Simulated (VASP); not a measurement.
# CoO (Fm-3m) in VASP: a series of runs

Aim: see how the results for CoO move with the level of theory and the settings. Levels: revPBE, PBEsol. Tasks: single point, relaxation of cell and atoms.

Everything below comes from runs of VASP 6.6.1. Logs are shortened: lines on timing, memory, paths and dates and some standing lists are left out, and cuts for length are marked.

## (1) The cell of the first run

Symmetry: Fm-3m, No. 225, cubic system. Conventional cell: a = 4.284 Å, b = 4.284 Å, c = 4.284 Å, α = 90.00°, β = 90.00°, γ = 90.00°. Within 2.8 Å of Co (site symmetry m-3m) lie 6 O at 2.14 Å. O (site symmetry m-3m) has 6 Co at 2.14 Å within 2.8 Å.

## (2) Single point, revPBE, collinear spin, ferromagnetic start

The input, INCAR:

```
PREC = Accurate ; ENCUT = 520
EDIFF = 1E-6 ; ISMEAR = -1
SIGMA = 0.05 ; LREAL = F
LASPH = T ; NELM = 150
ALGO = Normal ; ISIF = 2
LWAVE = F ; LCHARG = T
ISPIN = 2 ; MAGMOM = 2 0
LORBIT = 11 ; LMAXMIX = 4
GGA = RE ; LELF = T
LVHAR = T ; NBANDS = 18
```

The input, KPOINTS:

```
Automatic mesh
0
Gamma
  11 11 11
```

The input, POSCAR:

```
CoO
1.0
    0.0000000000      2.1420660080      2.1420660080
    2.1420660080      0.0000000000      2.1420660080
    2.1420660080      2.1420660080      0.0000000000
Co O
1 1
Direct
    0.0000000000      0.0000000000      0.0000000000
    0.5000000000      0.5000000000      0.5000000000
```

Potentials or basis: VASP PAW PBE potentials, release 64 (Co, O).

The run is started by

```console
$ cat potpaw_PBE.64/Co/POTCAR potpaw_PBE.64/O/POTCAR > POTCAR
$ mpirun -np 1 vasp_std > vasp.out
```

OUTCAR:

```text
PREC = Accurate
   ENCUT = 520
   EDIFF = 1E-6
   ISMEAR = -1
   LREAL = F
   LASPH = T
   NELM = 150
   ISIF = 2
   ISPIN = 2
   LORBIT = 11
   GGA = RE

 ion  position               nearest neighbor table
   1  0.000  0.000  0.000-   2 2.14   2 2.14   2 2.14   2 2.14   2 2.14   2 2.14
   2  0.500  0.500  0.500-   1 2.14   1 2.14   1 2.14   1 2.14   1 2.14   1 2.14

  LATTYP: Found a face centered cubic cell.
 ALAT       =     4.2841320160

  Lattice vectors:

 A1 = (   0.0000000000,   2.1420660080,   2.1420660080)
 A2 = (   2.1420660080,   0.0000000000,   2.1420660080)
 A3 = (   2.1420660080,   2.1420660080,   0.0000000000)

Analysis of symmetry for initial positions (statically):
[... 25 lines left out ...]
The dynamic configuration has the point symmetry O_h .

Analysis of structural, dynamic, and magnetic symmetry:
=====================================================================
 Subroutine PRICEL returns:
[... 7 lines left out ...]
 out of a pool of 48 trial point group operations.

The overall configuration has the point symmetry O_h .

 Subroutine INISYM returns: Found 48 space group operations
[... 5 lines left out ...]
                                     Primitive cell

  volume of cell :      19.6575

  direct lattice vectors                    reciprocal lattice vectors
     0.000000000  2.142066008  2.142066008    -0.233419511  0.233419511  0.233419511
     2.142066008  0.000000000  2.142066008     0.233419511 -0.233419511  0.233419511
     2.142066008  2.142066008  0.000000000     0.233419511  0.233419511 -0.233419511

  length of vectors
     3.029338800  3.029338800  3.029338800     0.404294452  0.404294452  0.404294452

  position of ions in fractional coordinates (direct lattice)
     0.000000000  0.000000000  0.000000000
     0.500000000  0.500000000  0.500000000

  ion indices of the primitive-cell ions
   primitive index   ion index
                 1           1
                 2           2

----------------------------------------------------------------------------------------

 KPOINTS: Automatic mesh

Automatic generation of k-mesh.
 Grid dimensions read from file:
 generate k-points for:   11   11   11

 Generating k-lattice:

  Cartesian coordinates                     Fractional coordinates (reciprocal lattice)
    -0.021219956  0.021219956  0.021219956     0.090909091  0.000000000  0.000000000
     0.021219956 -0.021219956  0.021219956     0.000000000  0.090909091  0.000000000
     0.021219956  0.021219956 -0.021219956     0.000000000  0.000000000  0.090909091

  Length of vectors
     0.036754041  0.036754041  0.036754041

  Shift w.r.t. Gamma in fractional coordinates (k-lattice)
     0.000000000  0.000000000  0.000000000

 Subroutine IBZKPT returns following result:
 ===========================================

 Found     56 irreducible k-points:

 Following reciprocal coordinates:
            Coordinates               Weight
  0.000000  0.000000  0.000000      1.000000
  0.090909  0.000000  0.000000      8.000000
  0.181818  0.000000  0.000000      8.000000
  0.272727  0.000000  0.000000      8.000000
  0.363636  0.000000  0.000000      8.000000
  0.454545  0.000000  0.000000      8.000000
[... 16 lines left out ...]
 -0.272727  0.181818  0.000000     24.000000
 -0.181818  0.181818  0.000000     12.000000
 [... further k-points ...]
   k-points           NKPTS =     56   k-points in BZ     NKDIM =     56   number of bands    NBANDS=     18
   number of dos      NEDOS =    301   number of ions     NIONS =      2
   total plane-waves  NPLWV =  13824
   dimension x,y,z NGX =    24 NGY =   24 NGZ =   24
   dimension x,y,z NGXF=    48 NGYF=   48 NGZF=   48
   ions per type =               1   1
   NGX,Y,Z   is equivalent  to a cutoff of  13.17, 13.17, 13.17 a.u.
   NGXF,Y,Z  is equivalent  to a cutoff of  26.34, 26.34, 26.34 a.u.
 SYSTEM =  unknown system
   PREC   = accura    normal or accurate (medium, high low for compatibility)
   ISTART =      0    job   : 0-new  1-cont  2-samecut
   ICHARG =      2    charge: 1-file 2-atom 10-const
   ISPIN  =      2    spin polarized calculation?
   LNONCOLLINEAR =      F non collinear calculations
   LSORBIT =      F    spin-orbit coupling
   LASPH  =      T    aspherical Exc in radial PAW
   ENCUT  =  520.0 eV  38.22 Ry    6.18 a.u.   5.63  5.63  5.63*2*pi/ulx,y,z
   NELM   =    150;   NELMIN=  2; NELMDL= -5     # of ELM steps
   EDIFF  = 0.1E-05   stopping-criterion for ELM
   LREAL  =      F    real-space projection
   EDIFFG = 0.1E-04   stopping-criterion for IOM
   NSW    =      0    number of steps for IOM
   IBRION =     -1    ionic relax: 0-MD 1-quasi-New 2-CG
   NFREE  =      0    steps in history (QN), initial steepest desc. (CG)
   ISIF   =      2    stress and relaxation
   ISYM   =      2    0-nonsym 1-usesym 2-fastsym
   POTIM  = 0.5000    time-step for ionic-motion
   TEBEG  =    0.0;   TEEND  =   0.0 temperature during run
   PSTRESS=    0.0 pullay stress
   NELECT =      15.0000    total number of electrons
   NUPDOWN=      -1.0000    fix difference up-down
   EMIN   =  10.00;   EMAX   =-10.00  energy-range for DOS
   EFERMI =   0.00;   METHOD = LEGACY
   ISMEAR =    -1;   SIGMA  =   0.05  broadening in eV -4-tet -1-fermi 0-gaus
   EFERMI_NEDOS =   21; number of points for ismear=-14 and -15
   IALGO  =     38    algorithm
   IMIX   =      4    mixing-type and parameters
     AMIX     =   0.40;   BMIX     =  1.00
     AMIX_MAG =   1.60;   BMIX_MAG =  1.00
  volume/ion in A,a.u.               =       9.83        66.33
  Fermi-wavevector in a.u.,A,eV,Ry     =   1.495991  2.827014 30.449702  2.237990
  Thomas-Fermi vector in A             =   2.608065
   LORBIT       =     11    0 simple, 1 ext, 2 COOP (PROOUT), +10 PAW based schemes
   GGA     = RE    functional components
   LHFCALC =     F    Hartree Fock is set to
   AEXX    =    0.0000 exact exchange contribution
   IVDW    =     0    specifies the selected vdW correction
   LEPSILON=     F    determine dielectric tensor
   LRPA    =     F    only Hartree local field effects (RPA)
 spin polarized calculation
  energy-cutoff  :      520.00
  volume of cell :       19.66
 maximum number of plane-waves:       538
   NGX = 11   NGY = 11   NGZ = 11

 number of electron      15.0000007 magnetization       2.9482377

 Free energy of the ion-electron system (eV)
  ---------------------------------------------------
  ext. energy  EPLUGINS =         0.00000000
  ---------------------------------------------------
  free energy    TOTEN  =       -12.33847943 eV

  energy without entropy =      -12.30374368  energy(sigma->0) =      -12.32111155

 E-fermi :   7.7704     XC(G=0): -12.1796

 val. band max:        7.7639871411   @ k =   0.3636   0.2727   0.0909
 cond. band min:       7.7785397246   @ k =   0.4545   0.0000   0.0000
 fundamental gap:      0.0145525835
 Fermi energy:         7.7704378191

 spin component 1

 k-point     1 :       0.0000    0.0000    0.0000
  band No.  band energies     occupation
      1     -12.3043      1.00000
      2       4.4790      1.00000
      3       4.4790      1.00000
      4       4.6980      1.00000
      5       4.6980      1.00000
      6       4.6980      1.00000
[... 10 lines left out ...]
     17      29.0391      0.00000
     18      32.5310      0.00000

 k-point     2 :       0.0909    0.0000    0.0000
  band No.  band energies     occupation
      1     -12.2229      1.00000
      2       3.8102      1.00000
      3       3.8102      1.00000
      4       3.8643      1.00000
      5       4.7258      1.00000
      6       4.7258      1.00000
[... 10 lines left out ...]
     17      30.1890      0.00000
     18      33.7975      0.00000

 k-point     3 :       0.1818    0.0000    0.0000
  band No.  band energies     occupation
      1     -11.9959      1.00000
      2       2.6309      1.00000
      3       3.1008      1.00000
      4       3.1008      1.00000
      5       4.8694      1.00000
      6       4.8694      1.00000
[... 10 lines left out ...]
     17      32.7348      0.00000
     18      35.9650      0.00000

 k-point     4 :       0.2727    0.0000    0.0000
  band No.  band energies     occupation
      1     -11.6778      1.00000
      2       1.4127      1.00000
      3       2.5242      1.00000
      4       2.5242      1.00000
      5       5.0639      1.00000
      6       5.0639      1.00000
[... 375 lines left out ...]
      4       2.0030      1.00000
      5       5.2235      1.00000
      6       5.3207      1.00000
[... 10 lines left out ...]
     17      35.6715      0.00000
     18      36.7915      0.00000

 k-point    23 :      -0.2727    0.1818    0.0000
  band No.  band energies     occupation
      1     -11.3342      1.00000
      2       0.7497      1.00000
      3       2.0501      1.00000
      4       2.4211      1.00000
      5       5.1290      1.00000
      6       5.1632      1.00000
[... 10 lines left out ...]
     17      35.3614      0.00000
     18      37.0956      0.00000

 k-point    24 :      -0.1818    0.1818    0.0000
  band No.  band energies     occupation
      1     -11.5970      1.00000
      2       1.2938      1.00000
      3       2.2873      1.00000
      4       2.9256      1.00000
      5       4.9991      1.00000
      6       5.0099      1.00000
[... 10 lines left out ...]
     17      35.3331      0.00000
     18      37.1251      0.00000

 [... further k-points ...]

 spin component 2

 k-point     1 :       0.0000    0.0000    0.0000
  band No.  band energies     occupation
      1     -11.7903      1.00000
      2       5.3279      1.00000
      3       5.3279      1.00000
      4       5.3279      1.00000
      5       6.7173      1.00000
      6       6.7173      1.00000
[... 10 lines left out ...]
     17      30.0261      0.00000
     18      33.3261      0.00000

 k-point     2 :       0.0909    0.0000    0.0000
  band No.  band energies     occupation
      1     -11.7064      1.00000
      2       4.6138      1.00000
      3       5.0401      1.00000
      4       5.0401      1.00000
      5       6.8202      1.00000
      6       6.8203      1.00000
[... 10 lines left out ...]
     17      30.9851      0.00000
     18      34.6491      0.00000

 k-point     3 :       0.1818    0.0000    0.0000
  band No.  band energies     occupation
      1     -11.4722      1.00000
      2       3.3138      1.00000
      3       4.4807      1.00000
      4       4.4808      1.00000
      5       7.0282      1.00000
      6       7.0283      1.00000
[... 10 lines left out ...]
     17      33.2447      0.00000
     18      36.8515      0.00000

 k-point     4 :       0.2727    0.0000    0.0000
  band No.  band energies     occupation
      1     -11.1432      1.00000
      2       2.0384      1.00000
      3       3.9465      1.00000
      4       3.9466      1.00000
      5       7.2739      0.99995
      6       7.2739      0.99995
[... 375 lines left out ...]
      4       3.3926      1.00000
      5       7.5150      0.99399
      6       7.6225      0.95066
[... 10 lines left out ...]
     17      36.0947      0.00000
     18      37.2631      0.00000

 k-point    23 :      -0.2727    0.1818    0.0000
  band No.  band energies     occupation
      1     -10.7806      1.00000
      2       1.4408      1.00000
      3       3.2820      1.00000
      4       3.5220      1.00000
      5       7.3000      0.99992
      6       7.6473      0.92150
[... 10 lines left out ...]
     17      35.8069      0.00000
     18      37.6833      0.00000

 k-point    24 :      -0.1818    0.1818    0.0000
  band No.  band energies     occupation
      1     -11.0567      1.00000
      2       2.0505      1.00000
      3       3.7614      1.00000
      4       3.7890      1.00000
      5       7.1029      1.00000
      6       7.5445      0.98921
[... 10 lines left out ...]
     17      35.9376      0.00000
     18      37.6924      0.00000

 [... further k-points ...]
[... 5 lines left out ...]
  --------------------------------------------------------------------------------------
  -------------------------------------------------------------------------------------
  Total       -0.0369839     -0.0369839     -0.0369839      0.0000000     -0.0000000     -0.0000000
  in kB       -3.0143566     -3.0143566     -3.0143566      0.0000000     -0.0000000     -0.0000000
  external PRESSURE =      -3.0143566 kB  Pullay stress =       0.0000000 kB

 VOLUME and BASIS-vectors are now :
 -----------------------------------------------------------------------------
  energy-cutoff  :      520.00
  volume of cell :       19.66
      direct lattice vectors                 reciprocal lattice vectors
     0.000000000  2.142066008  2.142066008    -0.233419511  0.233419511  0.233419511
     2.142066008  0.000000000  2.142066008     0.233419511 -0.233419511  0.233419511
     2.142066008  2.142066008  0.000000000     0.233419511  0.233419511 -0.233419511

 POSITION                                       TOTAL-FORCE (eV/Angst)
 -----------------------------------------------------------------------------------
      0.00000      0.00000      0.00000        -0.000000      0.000000      0.000000
      2.14207      2.14207      2.14207         0.000000     -0.000000     -0.000000
 -----------------------------------------------------------------------------------
    total drift:                                0.000000     -0.000000     -0.000000

  FREE ENERGIE OF THE ION-ELECTRON SYSTEM (eV)
  ---------------------------------------------------
  free  energy   TOTEN  =       -12.3384794304 eV

  energy  without entropy=      -12.3037436758  energy(sigma->0) =      -12.32111155

 total charge

# of ion       s       p       d       tot
------------------------------------------
    1        0.289   0.344   7.125   7.758
    2        1.560   3.424   0.000   4.984
--------------------------------------------------
tot          1.848   3.768   7.125  12.742

 magnetization (x)

# of ion       s       p       d       tot
------------------------------------------
    1        0.020   0.016   2.557   2.594
    2        0.028   0.278   0.000   0.306
--------------------------------------------------
tot          0.048   0.295   2.557   2.900
```

Wall time 71 s (1 thread of Intel Xeon 8259CL, shared host); peak memory 0.17 GiB.

Results:

```
Free energy                                           : -12.3385 eV
Pressure                                              : -0.3 GPa
Net moment                                            : 2.95 μB per cell
Site moments                                          : Co +2.59; O +0.31 μB
Valence electrons inside the program's atomic spheres : Co 7.76; O 4.98
```

Caveat: the PAW data sets were made with another functional, which shifts forces and pressure a little; a cell with one magnetic atom can't hold antiferromagnetic order, which such compounds often take; semilocal functionals often make such compounds metallic where correlation or magnetic order opens a gap, which also shifts bond lengths. With open d or f shells a metallic result of revPBE can be an artefact of self-interaction; +U or a hybrid may open a gap.

## (3) Relaxation of cell and atoms, PBEsol, collinear spin, ferromagnetic start

This run uses another cell than the first one, of 9.68 Å³/atom, 0.985 times its volume.

The input, INCAR:

```
SYSTEM = CoO
ALGO = Normal
EDIFF = 1E-6
EDIFFG = -0.01
ENCUT = 600
GGA = PS
IBRION = 2
ISIF = 3
ISMEAR = -1
ISPIN = 2
LASPH = .True.
LCHARG = .False.
LMAXMIX = 4
LORBIT = 11
LREAL = .False.
LWAVE = .False.
MAGMOM = 2 0
NELM = 150
NSW = 80
PREC = Accurate
SIGMA = 0.05
```

The input, KPOINTS:

```
k-points
0
Gamma
  11 11 11
  0 0 0
```

The input, POSCAR:

```
CoO
1.0
    0.0000000000      2.1315000000      2.1315000000
    2.1315000000      0.0000000000      2.1315000000
    2.1315000000      2.1315000000      0.0000000000
Co O
1 1
Direct
    0.0000000000      0.0000000000      0.0000000000
    0.5000000000      0.5000000000      0.5000000000
```

Potentials or basis: VASP PAW PBE potentials, release 64 (Co, O).

The run is started by

```console
$ cat potpaw_PBE.64/Co/POTCAR potpaw_PBE.64/O/POTCAR > POTCAR
$ mpirun -np 1 vasp_std > vasp.out
```

Wall time 2.2 min (1 thread of Intel Xeon 8259CL, shared host); peak memory 0.17 GiB.

The run converged. Its results:

```
Free energy                                           : -14.0097 eV
Relaxed volume                                        : 9.03 Å³/atom
Relaxed cell                                          : a = 2.945 Å, b = 2.945 Å, c = 2.945 Å, α = 60.00°, β = 60.00°, γ = 60.00°
Space group after relaxing (to 0.05 Å)                : Fm-3m (No. 225)
Energy gained by relaxing                             : 24.8 meV/atom
Ionic steps                                           : 4
Pressure after relaxing                               : 0.0 GPa
Net moment                                            : 2.75 μB per cell
Site moments                                          : Co +2.43; O +0.28 μB
Valence electrons inside the program's atomic spheres : Co 7.93; O 4.98
```

The path:
| step | energy change (eV) | largest force (eV/Å) | pressure (GPa) | volume (Å³) |
| --- | --- | --- | --- | --- |
| 1 | 0.0000 | 0.0000 | -11.84 | 19.37 |
| 2 | -0.0404 | 0.0000 | 4.50 | 17.43 |
| 3 | -0.0496 | 0.0000 | 0.47 | 18.01 |
| 4 | -0.0496 | 0.0000 | -0.01 | 18.06 |

Final structure:
```xyz
2
Lattice="0.0000 2.0824 2.0824 2.0824 0.0000 2.0824 2.0824 2.0824 0.0000" Properties=species:S:1:pos:R:3 pbc="T T T"
Co    0.0000    0.0000    0.0000
O     2.0824    2.0824    2.0824
```

Levels at points of the mesh, in eV from the Fermi level:
Spin up:
```tsv
k point	band 7	band 8	band 9	band 10	band 11	band 12
(0.00, 0.00, 0.00)	-3.17	-3.17	-3.17	1.22	16.77	18.46
```
Spin down:
```
           k point  band 4  band 5  band 6  band 7  band 8  band 9
(0.00, 0.00, 0.00)   -2.99   -1.27   -1.27   -1.27   -0.26   -0.26
```

Caveat: the PAW data sets were made with another functional, which shifts forces and pressure a little; a cell with one magnetic atom can't hold antiferromagnetic order, which such compounds often take; semilocal functionals often make such compounds metallic where correlation or magnetic order opens a gap, which also shifts bond lengths. With open d or f shells a metallic result of PBEsol can be an artefact of self-interaction; +U or a hybrid may open a gap.

[end of part 1 of 2]
